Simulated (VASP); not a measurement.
PbO: electric field gradients with LDA

Crystal: PbO.

```
Pb O
1.0
     3.89491    0.00000    0.00000
     0.00000    3.89491    0.00000
     0.00000    0.00000    5.02200
Pb O
2 2
Direct
  0.00000 0.50000 0.23510
  0.50000 0.00000 0.76490
  0.00000 0.00000 0.00000
  0.50000 0.50000 0.00000
```

This cell differs from its parent crystal: equal xx and yy strain of -2 %.

```
Program                : VASP 6.6.1
Task                   : electric field gradients
Functional             : LDA
Potentials or basis    : VASP PAW LDA potentials, release 64 (Pb_d, O)
Cutoff                 : 520 eV
k mesh                 : 7 × 7 × 6
Occupations            : fermi-dirac, width 0.03 eV
Spin                   : no spin polarisation
Dipole correction      : no
Further INCAR settings : ALGO = Normal; EDIFF = 1e-08; NBANDS = 28
```

```
Pressure                                : 2.3 GPa
Largest force                           : 0.409 eV/Å
Band gap on the k mesh                  : 1.33 eV (least direct gap 2.32 eV)
Largest electric field gradient by atom : Pb -253.5; O +1.5 V/Å²
```

Forces in eV/Å, atoms in the order of the input:
```
Pb   0.000  0.000  0.409
Pb   0.000  0.000 -0.409
O    0.000  0.000  0.000
O    0.000  0.000  0.000
```

Stress tensor (GPa, compression positive):
```
2.71 0.00 0.00
0.00 2.71 0.00
0.00 0.00 1.53
```

Levels at points of the mesh, in eV from the valence-band top:
| k point | band 16 | band 17 | band 18 | band 19 | band 20 | band 21 | band 22 | band 23 | band 24 | band 25 |
| --- | --- | --- | --- | --- | --- | --- | --- | --- | --- | --- |
| (0.00, 0.00, 0.00) | -4.72 | -1.99 | -1.93 | -1.93 | 0.00 | 2.37 | 5.21 | 5.72 | 5.72 | 6.49 |
| (0.00, 0.00, 0.50) | -4.25 | -2.02 | -1.96 | -1.96 | -1.26 | 1.87 | 3.95 | 3.95 | 4.35 | 8.59 |

Electric field gradients, principal values (V/Å²):
```
atom    least   middle  greatest (by size)
1 Pb  126.736  126.736            -253.472
2 Pb  126.736  126.736            -253.472
 3 O   -0.753   -0.753               1.506
 4 O   -0.753   -0.753               1.506
```

It took 3.2 min on 1 thread of AMD EPYC 7R13 (shared host), peak memory 0.17 GiB.

Caveat: the cell differs from its parent crystal (equal xx and yy strain of -2 %); without QUAD_EFG the Cq values of the log hold for a quadrupole moment of 1 mb, not for the nuclei; spin-orbit coupling is left out, which moves the levels of the heavy elements. A k mesh can miss the band edges.
